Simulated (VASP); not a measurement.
# HfC: electric field gradients with PBEsol

HfC:

```
Hf C
1.0
     0.00000    2.32500    2.34825
     2.32500    0.00000    2.34825
     2.32500    2.32500    0.00000
Hf C
1 1
Direct
  0.50000 0.50000 0.50000
  0.00000 0.00000 0.00000
```

This cell differs from its parent crystal: zz strain of +1 %.

- Program: VASP 6.6.1
- Task: electric field gradients
- Functional: PBEsol
- Potentials or basis: VASP PAW PBE potentials, release 64 (Hf_pv, C)
- Cutoff: 520 eV
- k mesh: 15 × 15 × 15
- Occupations: fermi-dirac, width 0.05 eV
- Spin: no spin polarisation
- Dipole correction: no
- Further INCAR settings: ALGO = Normal; EDIFF = 1e-08; NBANDS = 14

```
Pressure                                : -9.2 GPa
Band gap on the k mesh                  : zero (bands 7 and 8 overlap by 1.47 eV)
Largest electric field gradient by atom : Hf +30.9; C +1.4 V/Å²
```

Stress tensor (GPa, compression positive):
```
 -7.97   0.00   0.00
  0.00  -7.97   0.00
  0.00   0.00 -11.52
```

Levels at points of the mesh, in eV from the Fermi level:
```csv
k point,band 5,band 6,band 7,band 8,band 9,band 10
"(0.00, 0.00, 0.00)",1.02,1.07,1.07,1.31,1.41,1.41
```

Electric field gradients, principal values (V/Å²):
```csv
atom,least,middle,greatest (by size)
1 Hf,-15.442,-15.444,30.886
2 C,-0.677,-0.677,1.354
```

Run time: 2.2 min on 1 thread of Intel(R) Xeon(R) Platinum 8259CL CPU @ 2.50GHz (Skylake/Cascade Lake), on a shared host, peak memory 0.23 GiB.

Caveat: the cell differs from its parent crystal (zz strain of +1 %); the cell stands under tension; without QUAD_EFG the Cq values of the log hold for a quadrupole moment of 1 mb, not for the nuclei; the PAW data sets were made with another functional, which shifts forces and pressure a little; spin-orbit coupling is left out, which moves the levels of the heavy elements.
